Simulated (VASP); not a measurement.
# SiNi3 (P4/mmm) in VASP: notebook

Runs on SiNi3. Level: PBEsol. Tasks: single point.

Program: VASP 6.6.1. These are calculated values, not measurements. Logs are shortened: lines on timing, memory, paths and dates and some standing lists are left out, and cuts for length are marked.

## 1. The cell of the first run

Symmetry: P4/mmm, No. 123, tetragonal system. The conventional cell has a = 3.461 Å, b = 3.461 Å, c = 3.115 Å, α = 90.00°, β = 90.00°, γ = 90.00°. Si (site symmetry 4/mmm) has 12 Ni at 2.33 to 2.45 Å within 3.1 Å. Within 3.1 Å of Ni (site symmetry mmm) lie 4 Si at 2.33 Å and 8 Ni at 2.33 to 2.45 Å. Ni (site symmetry 4/mmm) has 8 Ni at 2.33 Å and 4 Si at 2.45 Å within 3.1 Å.

## 2. Single point, PBEsol (strain -0.1000 x Voigt [0, 1, 0, 0, 0, 0])

The input, INCAR:

```
SYSTEM = SiNi3
  ALGO = Fast
  EDIFF = 1E-6
  ENCUT = 520
  GGA = PS
  ISIF = 2
  ISMEAR = 0
  LASPH = .True.
  LCHARG = .False.
  LREAL = .False.
  LWAVE = .False.
  NBANDS = 25
  NELM = 80
  PREC = Accurate
  SIGMA = 0.15
```

The input, KPOINTS:

```
k-points
0
Gamma
  14 14 14
  0 0 0
```

The input, POSCAR:

```
SiNi3
1.0
    3.4612457436      0.0000000000      0.0000000000
    0.0000000000      3.1151211692      0.0000000000
    0.0000000000      0.0000000000      3.4612457436
Si Ni
1 3
Direct
    0.0000000000      0.0000000000      0.0000000000
    0.0000000000      0.5000000000      0.5000000000
    0.5000000000      0.0000000000      0.5000000000
    0.5000000000      0.5000000000      0.0000000000
```

Potentials or basis: VASP PAW PBE potentials, release 64 (Si, Ni).

The run is started by

```sh
> cat potpaw_PBE.64/Si/POTCAR potpaw_PBE.64/Ni/POTCAR > POTCAR
> mpirun -np 1 vasp_std > vasp.out
```

OUTCAR:

```text
SYSTEM = SiNi3
   EDIFF = 1E-6
   ENCUT = 520
   GGA = PS
   ISIF = 2
   ISMEAR = 0
   LASPH = .True.
   LREAL = .False.
   NELM = 80
   PREC = Accurate

 ion  position               nearest neighbor table
   1  0.000  0.000  0.000-   2 2.33   4 2.33   2 2.33   2 2.33   4 2.33   2 2.33   4 2.33   4 2.33
                             3 2.45   3 2.45   3 2.45   3 2.45
   2  0.000  0.500  0.500-   1 2.33   3 2.33   1 2.33   1 2.33   3 2.33   1 2.33   3 2.33   3 2.33
                             4 2.45   4 2.45   4 2.45   4 2.45
   3  0.500  0.000  0.500-   2 2.33   4 2.33   4 2.33   2 2.33   4 2.33   4 2.33   2 2.33   2 2.33
                             1 2.45   1 2.45   1 2.45   1 2.45
   4  0.500  0.500  0.000-   1 2.33   3 2.33   3 2.33   1 2.33   3 2.33   3 2.33   1 2.33   1 2.33
                             2 2.45   2 2.45   2 2.45   2 2.45

  LATTYP: Found a simple tetragonal cell.
 ALAT       =     3.4612457436
 C/A-ratio  =     0.9000000000

  Lattice vectors:

 A1 = (  -3.4612457436,   0.0000000000,   0.0000000000)
 A2 = (   0.0000000000,   0.0000000000,   3.4612457436)
 A3 = (   0.0000000000,   3.1151211692,   0.0000000000)

Analysis of symmetry for initial positions (statically):
=====================================================================
 Subroutine PRICEL returns:
 Original cell was already a primitive cell.

 Routine SETGRP: Setting up the symmetry group for a
 simple tetragonal supercell.

 Subroutine GETGRP returns: Found 16 space group operations
 (whereof 16 operations were pure point group operations)
 out of a pool of 16 trial point group operations.

The static configuration has the point symmetry D_4h.

Analysis of symmetry for dynamics (positions and initial velocities):
=====================================================================
 Subroutine PRICEL returns:
 Original cell was already a primitive cell.

 Routine SETGRP: Setting up the symmetry group for a
 simple tetragonal supercell.

 Subroutine GETGRP returns: Found 16 space group operations
 (whereof 16 operations were pure point group operations)
 out of a pool of 16 trial point group operations.

The dynamic configuration has the point symmetry D_4h.

 Subroutine INISYM returns: Found 16 space group operations
 (whereof 16 operations are pure point group operations),
 and found     1 'primitive' translations

----------------------------------------------------------------------------------------

                                     Primitive cell

  volume of cell :      37.3198

  direct lattice vectors                    reciprocal lattice vectors
     3.461245744  0.000000000  0.000000000     0.288913320  0.000000000  0.000000000
     0.000000000  3.115121169  0.000000000     0.000000000  0.321014800  0.000000000
     0.000000000  0.000000000  3.461245744     0.000000000  0.000000000  0.288913320

  length of vectors
     3.461245744  3.115121169  3.461245744     0.288913320  0.321014800  0.288913320

  position of ions in fractional coordinates (direct lattice)
     0.000000000  0.000000000  0.000000000
     0.000000000  0.500000000  0.500000000
     0.500000000  0.000000000  0.500000000
     0.500000000  0.500000000  0.000000000

  ion indices of the primitive-cell ions
   primitive index   ion index
                 1           1
                 2           2
                 3           3
                 4           4

----------------------------------------------------------------------------------------

 KPOINTS: k-points

Automatic generation of k-mesh.
 Grid dimensions read from file:
 generate k-points for:   14   14   14

 Generating k-lattice:

  Cartesian coordinates                     Fractional coordinates (reciprocal lattice)
     0.020636666  0.000000000  0.000000000     0.071428571  0.000000000  0.000000000
     0.000000000  0.022929629  0.000000000     0.000000000  0.071428571  0.000000000
     0.000000000  0.000000000  0.020636666     0.000000000  0.000000000  0.071428571

  Length of vectors
     0.020636666  0.022929629  0.020636666

  Shift w.r.t. Gamma in fractional coordinates (k-lattice)
     0.000000000  0.000000000  0.000000000

 Subroutine IBZKPT returns following result:
 ===========================================

 Found    288 irreducible k-points:

 Following reciprocal coordinates:
            Coordinates               Weight
  0.000000  0.000000  0.000000      1.000000
  0.071429  0.000000  0.000000      4.000000
  0.142857  0.000000  0.000000      4.000000
  0.214286  0.000000  0.000000      4.000000
  0.285714  0.000000  0.000000      4.000000
  0.357143  0.000000  0.000000      4.000000
[... 16 lines left out ...]
  0.428571  0.142857  0.000000      8.000000
  0.500000  0.142857  0.000000      4.000000
 [... further k-points ...]
   k-points           NKPTS =    288   k-points in BZ     NKDIM =    288   number of bands    NBANDS=     25
   number of dos      NEDOS =    301   number of ions     NIONS =      4
   total plane-waves  NPLWV =  18816
   dimension x,y,z NGX =    28 NGY =   24 NGZ =   28
   dimension x,y,z NGXF=    56 NGYF=   48 NGZF=   56
   ions per type =               1   3
   NGX,Y,Z   is equivalent  to a cutoff of  13.45, 12.81, 13.45 a.u.
   NGXF,Y,Z  is equivalent  to a cutoff of  26.90, 25.62, 26.90 a.u.
 SYSTEM =  SiNi3
   PREC   = accura    normal or accurate (medium, high low for compatibility)
   ISTART =      0    job   : 0-new  1-cont  2-samecut
   ICHARG =      2    charge: 1-file 2-atom 10-const
   ISPIN  =      1    spin polarized calculation?
   LNONCOLLINEAR =      F non collinear calculations
   LSORBIT =      F    spin-orbit coupling
   LASPH  =      T    aspherical Exc in radial PAW
   ENCUT  =  520.0 eV  38.22 Ry    6.18 a.u.   6.44  5.79  6.44*2*pi/ulx,y,z
   NELM   =     80;   NELMIN=  2; NELMDL= -5     # of ELM steps
   EDIFF  = 0.1E-05   stopping-criterion for ELM
   LREAL  =      F    real-space projection
   EDIFFG = 0.1E-04   stopping-criterion for IOM
   NSW    =      0    number of steps for IOM
   IBRION =     -1    ionic relax: 0-MD 1-quasi-New 2-CG
   NFREE  =      0    steps in history (QN), initial steepest desc. (CG)
   ISIF   =      2    stress and relaxation
   ISYM   =      2    0-nonsym 1-usesym 2-fastsym
   POTIM  = 0.5000    time-step for ionic-motion
   TEBEG  =    0.0;   TEEND  =   0.0 temperature during run
   PSTRESS=    0.0 pullay stress
   NELECT =      34.0000    total number of electrons
   NUPDOWN=      -1.0000    fix difference up-down
   EMIN   =  10.00;   EMAX   =-10.00  energy-range for DOS
   EFERMI =   0.00;   METHOD = LEGACY
   ISMEAR =     0;   SIGMA  =   0.15  broadening in eV -4-tet -1-fermi 0-gaus
   EFERMI_NEDOS =   21; number of points for ismear=-14 and -15
   IALGO  =     68    algorithm
   IMIX   =      4    mixing-type and parameters
     AMIX     =   0.40;   BMIX     =  1.00
     AMIX_MAG =   1.60;   BMIX_MAG =  1.00
  volume/ion in A,a.u.               =       9.33        62.96
  Fermi-wavevector in a.u.,A,eV,Ry     =   1.587040  2.999071 34.268938  2.518696
  Thomas-Fermi vector in A             =   2.686259
   LORBIT       =      0    0 simple, 1 ext, 2 COOP (PROOUT), +10 PAW based schemes
   GGA     = PS    functional components
   LHFCALC =     F    Hartree Fock is set to
   AEXX    =    0.0000 exact exchange contribution
   IVDW    =     0    specifies the selected vdW correction
   LEPSILON=     F    determine dielectric tensor
   LRPA    =     F    only Hartree local field effects (RPA)
 non-spin polarized calculation
 RMM-DIIS sequential band-by-band and
 Gauss-broadening in eV      SIGMA  =   0.15
  energy-cutoff  :      520.00
  volume of cell :       37.32
 maximum number of plane-waves:      1028
 NGX is ok and might be reduce to    28
   NGX = 13   NGY = 11   NGZ = 13

 number of electron      33.9999982 magnetization

 Free energy of the ion-electron system (eV)
  ---------------------------------------------------
  ext. energy  EPLUGINS =         0.00000000
  ---------------------------------------------------
  free energy    TOTEN  =       -25.76330969 eV

  energy without entropy =      -25.74772120  energy(sigma->0) =      -25.75551545

 E-fermi :  12.8754     XC(G=0): -14.0544

 val. band max:       12.8622518421   @ k =   0.2143   0.0714   0.0714
 cond. band min:      12.8766008781   @ k =   0.1429   0.0000   0.1429
 fundamental gap:      0.0143490360
 Fermi energy:        12.8754075156

 k-point     1 :       0.0000    0.0000    0.0000
  band No.  band energies     occupation
      1      -0.3316      2.00000
      2       6.9043      2.00000
      3       7.7644      2.00000
      4       7.8654      2.00000
      5       8.3064      2.00000
      6       8.5721      2.00000
[... 17 lines left out ...]
     24      23.7052      0.00000
     25      25.5271      0.00000

 k-point     2 :       0.0714    0.0000    0.0000
  band No.  band energies     occupation
      1      -0.2694      2.00000
      2       6.9125      2.00000
      3       7.6918      2.00000
      4       7.8944      2.00000
      5       8.2985      2.00000
      6       8.5872      2.00000
[... 17 lines left out ...]
     24      23.5888      0.00000
     25      25.3118      0.00000

 k-point     3 :       0.1429    0.0000    0.0000
  band No.  band energies     occupation
      1      -0.0846      2.00000
      2       6.8519      2.00000
      3       7.5041      2.00000
      4       8.0186      2.00000
      5       8.2745      2.00000
      6       8.6295      2.00000
[... 17 lines left out ...]
     24      23.3280      0.00000
     25      24.5979      0.00000

 k-point     4 :       0.2143    0.0000    0.0000
  band No.  band energies     occupation
      1       0.2162      2.00000
      2       6.4464      2.00000
      3       7.4812      2.00000
      4       8.2228      2.00000
      5       8.2355      2.00000
      6       8.6896      2.00000
[... 17 lines left out ...]
     24      23.2026      0.00000
     25      23.5485      0.00000
[... 477 lines left out ...]
 k-point    22 :       0.3571    0.1429    0.0000
  band No.  band energies     occupation
      1       1.3746      2.00000
      2       5.2279      2.00000
      3       7.9256      2.00000
      4       8.0937      2.00000
      5       8.3231      2.00000
      6       8.9548      2.00000
[... 17 lines left out ...]
     24      22.6253      0.00000
     25      25.3573      0.00000

 k-point    23 :       0.4286    0.1429    0.0000
  band No.  band energies     occupation
      1       1.8192      2.00000
      2       4.5899      2.00000
      3       8.0615      2.00000
      4       8.1071      2.00000
      5       8.3527      2.00000
      6       9.0650      2.00000
[... 17 lines left out ...]
     24      22.6854      0.00000
     25      25.7511      0.00000

 k-point    24 :       0.5000    0.1429    0.0000
  band No.  band energies     occupation
      1       2.0336      2.00000
      2       4.3072      2.00000
      3       8.0501      2.00000
      4       8.2011      2.00000
      5       8.3330      2.00000
      6       9.0703      2.00000
[... 17 lines left out ...]
     24      22.6973      0.00000
     25      25.8411      0.00000

 [... further k-points ...]
[... 5 lines left out ...]
  --------------------------------------------------------------------------------------
  -------------------------------------------------------------------------------------
  Total        6.4323090     10.4264033      6.4323090      0.0000000      0.0000000      0.0000000
  in kB      276.1453086    447.6156784    276.1453086      0.0000000      0.0000000      0.0000000
  external PRESSURE =     333.3020985 kB  Pullay stress =       0.0000000 kB

 VOLUME and BASIS-vectors are now :
 -----------------------------------------------------------------------------
  energy-cutoff  :      520.00
  volume of cell :       37.32
      direct lattice vectors                 reciprocal lattice vectors
     3.461245744  0.000000000  0.000000000     0.288913320  0.000000000  0.000000000
     0.000000000  3.115121169  0.000000000     0.000000000  0.321014800  0.000000000
     0.000000000  0.000000000  3.461245744     0.000000000  0.000000000  0.288913320

 POSITION                                       TOTAL-FORCE (eV/Angst)
 -----------------------------------------------------------------------------------
      0.00000      0.00000      0.00000         0.000000      0.000000      0.000000
      0.00000      1.55756      1.73062         0.000000      0.000000      0.000000
      1.73062      0.00000      1.73062         0.000000      0.000000      0.000000
      1.73062      1.55756      0.00000         0.000000      0.000000      0.000000
 -----------------------------------------------------------------------------------
    total drift:                                0.000000      0.000000      0.000000

  FREE ENERGIE OF THE ION-ELECTRON SYSTEM (eV)
  ---------------------------------------------------
  free  energy   TOTEN  =       -25.7633096922 eV

  energy  without entropy=      -25.7477212042  energy(sigma->0) =      -25.75551545
```

Wall time 3.4 min (1 thread of Intel Xeon 6975P-C, shared host); peak memory 0.32 GiB.

What came out:

* Free energy: -25.7633 eV
* Pressure: 33.3 GPa
* Band gap on the k mesh: zero (band 17 reaches 13.11 eV, above the bottom of band 18 at 12.47 eV)

Levels at points of the mesh, in eV from the Fermi level:
| k point | band 13 | band 14 | band 15 | band 16 | band 17 | band 18 | band 19 | band 20 | band 21 | band 22 |
| --- | --- | --- | --- | --- | --- | --- | --- | --- | --- | --- |
| (0.00, 0.00, 0.00) | -1.17 | -0.52 | -0.41 | -0.36 | 0.17 | 0.17 | 0.58 | 5.65 | 6.34 | 8.21 |
| (0.50, 0.00, 0.00) | -1.58 | -1.47 | -1.41 | -0.61 | 0.17 | 3.28 | 4.85 | 4.91 | 5.43 | 6.99 |
| (0.00, 0.50, 0.00) | -1.88 | -1.36 | -1.18 | -1.02 | -0.35 | 4.51 | 4.51 | 5.09 | 5.09 | 5.86 |
| (0.50, 0.50, 0.00) | -1.43 | -1.42 | -1.32 | -1.27 | -1.13 | 0.88 | 0.92 | 6.30 | 6.75 | 7.34 |
| (0.50, 0.00, 0.50) | -1.91 | -1.88 | -1.62 | -1.41 | -1.29 | 0.46 | 0.46 | 7.18 | 7.75 | 9.27 |
| (0.50, 0.50, 0.50) | -1.76 | -1.54 | -1.25 | -0.74 | -0.40 | -0.40 | -0.07 | 1.92 | 4.48 | 4.48 |

Caveat: the cell differs from its parent crystal (strain -0.1000 x Voigt [0, 1, 0, 0, 0, 0]); the PAW data sets were made with another functional, which shifts forces and pressure a little.

## 3. Single point, PBEsol (strain -0.0750 x Voigt [0, 1, 0, 0, 0, 0])

The input, INCAR:

```
SYSTEM = SiNi3
ALGO = Fast
EDIFF = 1E-6
ENCUT = 520
GGA = PS
ISIF = 2
ISMEAR = 0
LASPH = .True.
LCHARG = .False.
LREAL = .False.
LWAVE = .False.
NBANDS = 25
NELM = 100
PREC = Accurate
SIGMA = 0.15
```

KPOINTS is that of step 2.

POSCAR, as its differences from that of step 2:

```diff
@@ -3,3 +3,3 @@
     3.4612457436      0.0000000000      0.0000000000
-    0.0000000000      3.1151211692      0.0000000000
+    0.0000000000      3.2016523128      0.0000000000
     0.0000000000      0.0000000000      3.4612457436
```

Potentials or basis: VASP PAW PBE potentials, release 64 (Si, Ni).

The run is started by

```sh
> cat potpaw_PBE.64/Si/POTCAR potpaw_PBE.64/Ni/POTCAR > POTCAR
> mpirun -np 1 vasp_std > vasp.out
```

It took 3.3 min on 1 thread of Intel Xeon 6975P-C, shared host; peak memory 0.33 GiB.

The run converged. Its results:

```yaml
Free_energy: -26.0103 eV
Pressure: 23.0 GPa
Band_gap_on_the_k_mesh: zero (band 17 reaches 12.53 eV, above the bottom of band 18 at 12.05 eV)
```

Stress tensor (GPa, compression positive):
```
18.60  0.00  0.00
 0.00 31.82  0.00
 0.00  0.00 18.60
```

Levels at points of the mesh, in eV from the Fermi level:
```
           k point  band 14  band 15  band 16  band 17  band 18  band 19  band 20  band 21
(0.00, 0.00, 0.00)    -0.54    -0.37    -0.25     0.13     0.14     0.14     5.60     6.38
(0.50, 0.00, 0.00)    -1.41    -1.39    -0.59     0.14     3.42     4.57     4.98     5.53
(0.00, 0.50, 0.00)    -1.33    -1.24    -0.90    -0.24     4.31     4.31     5.16     5.16
(0.50, 0.50, 0.00)    -1.47    -1.25    -1.24    -1.09     0.84     0.86     6.17     6.67
(0.50, 0.00, 0.50)    -1.77    -1.51    -1.30    -1.23     0.53     0.53     6.81     7.44
(0.50, 0.50, 0.50)    -1.55    -1.26    -0.69    -0.34    -0.34    -0.11     1.77     4.38
```

Caveat: the cell differs from its parent crystal (strain -0.0750 x Voigt [0, 1, 0, 0, 0, 0]); the PAW data sets were made with another functional, which shifts forces and pressure a little.
